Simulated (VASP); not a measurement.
Here is a VASP 6.6.1 calculation.

INCAR

```
PREC = Accurate
ENCUT = 500
EDIFF = 1E-6
ISMEAR = 0
SIGMA = 0.1
LREAL = False
LASPH = True
NELM = 120
ALGO = Normal
ISIF = 2
LWAVE = False
LCHARG = False
GGA = PE
NBANDS = 25
GGA_COMPAT = False
```

File KPOINTS:

```
regular mesh
0
Gamma
  8 8 8
```

POSCAR

```
HfTe4
1.0
    5.6045474550      0.0000000000      0.0000000000
    0.0000000000      5.6045474550      0.0000000000
    0.0000000000      0.0000000000      5.6045474550
Hf Te
1 4
Direct
    0.5000000000      0.5000000000      0.5000000000
    0.7807299740      0.7807299740      0.7807299740
    0.2192700260      0.2192700260      0.7807299740
    0.2192700260      0.7807299740      0.2192700260
    0.7807299740      0.2192700260      0.2192700260
```

Potentials or basis: VASP PAW PBE potentials, release 64 (Hf_pv, Te).

Launch:

```bash
$ cat potpaw_PBE.64/Hf_pv/POTCAR potpaw_PBE.64/Te/POTCAR > POTCAR
$ mpirun -np 1 vasp_std > vasp.out
```

Task: Estimate the pressure.

Result: -0.1 GPa.

Task: Predict the largest force.

Result: 0.021 eV/Å.

Forces in eV/Å, atoms in the order of the input:
```
Hf   0.000  0.000  0.000
Te  -0.012 -0.012 -0.012
Te   0.012  0.012 -0.012
Te   0.012 -0.012  0.012
Te  -0.012  0.012  0.012
```
